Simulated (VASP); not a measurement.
Here is a VASP 6.6.1 calculation.

INCAR

```
ALGO     = Normal         # electronic algorithm
EDIFF    = 1E-6           # SCF threshold, eV
ENCUT    = 520            # plane-wave cutoff, eV
ISIF     = 2              # what is computed and relaxed
ISMEAR   = 0              # smearing method
LASPH    = T              # aspherical terms in the spheres
LCHARG   = F              # write CHGCAR
LREAL    = F              # projectors in reciprocal space
LWAVE    = F              # write WAVECAR
NBANDS   = 45             # bands
NELM     = 80             # most SCF steps
PREC     = Accurate       # precision mode
SIGMA    = 0.01           # smearing width, eV
```

File KPOINTS:

```
k-points
0
Gamma
  5 5 5
```

File POSCAR:

```
LiNbO3
1.0
    2.5756485575      1.4870513880      4.6218000000
   -2.5756485575      1.4870513880      4.6218000000
    0.0000000000     -2.9741027760      4.6218000000
Li Nb O
2 2 6
Direct
    0.3017960812      0.3017960812      0.3017960812
    0.8017960812      0.8017960812      0.8017960812
    0.0186097294      0.0186097294      0.0186097294
    0.5186097294      0.5186097294      0.5186097294
    0.1345878654      0.3759895532      0.7402167708
    0.7402167708      0.1345878654      0.3759895532
    0.3759895532      0.7402167708      0.1345878654
    0.2402167708      0.8759895532      0.6345878654
    0.8759895532      0.6345878654      0.2402167708
    0.6345878654      0.2402167708      0.8759895532
```

Potentials or basis: VASP PAW LDA potentials, release 64 (Li_sv, Nb_sv, O).

Command:

```sh
$ cat potpaw_LDA.64/Li_sv/POTCAR potpaw_LDA.64/Nb_sv/POTCAR potpaw_LDA.64/O/POTCAR > POTCAR
$ mpirun -np 1 vasp_std > vasp.out
```

Q: Estimate the largest force.

A: 0.063 eV/Å.

Q: Estimate the band gap on the k mesh.

A: 3.41 eV.

Forces in eV/Å, atoms in the order of the input:
```
Li   0.000  0.000  0.002
Li   0.000  0.000  0.002
Nb   0.000  0.000 -0.063
Nb   0.000  0.000 -0.063
O   -0.013  0.032  0.020
O   -0.021 -0.028  0.020
O    0.034 -0.004  0.020
O   -0.034 -0.004  0.020
O    0.013  0.032  0.020
O    0.021 -0.028  0.020
```

Caveat: an odd mesh through Γ misses points on the zone boundary, where band edges can lie.
